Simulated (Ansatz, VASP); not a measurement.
## Two plane-wave programs on SrO

Contents of POSCAR:

```
SrO
1.0
    0.0000000000      2.5698000000      2.5698000000
    2.5698000000      0.0000000000      2.5698000000
    2.5698000000      2.5698000000      0.0000000000
Sr O
1 1
Direct
    0.0972838353      0.0972838353     -0.0972838353
    0.5000000000      0.5000000000      0.5000000000
```

INCAR.step1

```
PREC     = Accurate       # precision mode
ENCUT    = 520            # plane-wave cutoff, eV
ISMEAR   = 0              # smearing method
SIGMA    = 0.05           # smearing width, eV
LREAL    = False          # projectors in reciprocal space
LASPH    = True           # aspherical terms in the spheres
NELM     = 100            # most SCF steps
NBANDS   = 15             # bands
GGA      = PE             # functional
ALGO     = Normal         # electronic algorithm
EDIFF    = 1E-4           # SCF threshold, eV
LWAVE    = True           # write WAVECAR
LCHARG   = False          # write CHGCAR
```

File INCAR.step2:

```
PREC     = Accurate       # precision mode
ENCUT    = 520            # plane-wave cutoff, eV
EDIFF    = 1E-6           # SCF threshold, eV
ISMEAR   = 0              # smearing method
SIGMA    = 0.05           # smearing width, eV
LREAL    = False          # projectors in reciprocal space
LASPH    = True           # aspherical terms in the spheres
NELM     = 100            # most SCF steps
ALGO     = Normal         # electronic algorithm
ISIF     = 2              # what is computed and relaxed
LWAVE    = False          # write WAVECAR
LCHARG   = False          # write CHGCAR
METAGGA  = R2SCAN         # meta-GGA
LMIXTAU  = True         
NBANDS   = 15             # bands
ISTART   = 1
```

The input KPOINTS:

```
regular mesh
0
Gamma
  8 8 8
```

Input for Ansatz:

```yaml
crystal:
  lattice:
    - [0.0, 2.5698, 2.5698]
    - [2.5698, 0.0, 2.5698]
    - [2.5698, 2.5698, 0.0]
  atoms:
    - { symbol: Sr, position: [0.0972838353, 0.0972838353, -0.0972838353] }
    - { symbol: O, position: [0.5, 0.5, 0.5] }
basis:
  ecutwfc: 500
kpoints:
  mp_grid: { grid: [8, 8, 8] }
hamiltonian:
  xc: r2scan
scf:
  occupations: { method: gaussian, width: 0.05 }
output:
  forces: true
  stress: true
  eigenvalues: true
```

Change from the starting cell: all Sr atoms moved -0.500 Å, as atom 1 towards its neighbour atom 2 (O) at 2.570 Å.

Alike in both runs: task single point; functional r2SCAN; k mesh 8 × 8 × 8; occupations gaussian, width 0.05 eV; no spin polarisation.

|  | VASP | Ansatz |
| --- | --- | --- |
| version | VASP 6.6.1 | Ansatz 0.2.0 |
| potentials or method | VASP PAW PBE potentials, release 64 (Sr_sv, O), cutoff 520 eV | scalar-relativistic, plane waves, PAW |
| valence electrons in the cell | 16 | 16 |

Ansatz gave:

| Quantity | Value |
| --- | --- |
| gap on the k mesh at the Fermi level (eV) | 3.77 |
| least direct gap on the mesh (eV) | 3.77 |
| pressure (GPa) | 10.6 |
| traceless stress, the component that is largest in VASP (GPa) | 21.41 |
| rms of the force components (eV/Å) | 1.950 |

Problem. Which values does VASP return?

Solution. gap on the k mesh at the Fermi level (eV): 3.74; least direct gap on the mesh (eV): 3.74; pressure (GPa): 11.7; traceless stress, the component that is largest in VASP (GPa): 22.84; rms of the force components (eV/Å): 2.080.

VASP's potentials were made for PBE, not for r2SCAN. Atom by atom the forces differ by 0.131 eV/Å (rms over components).
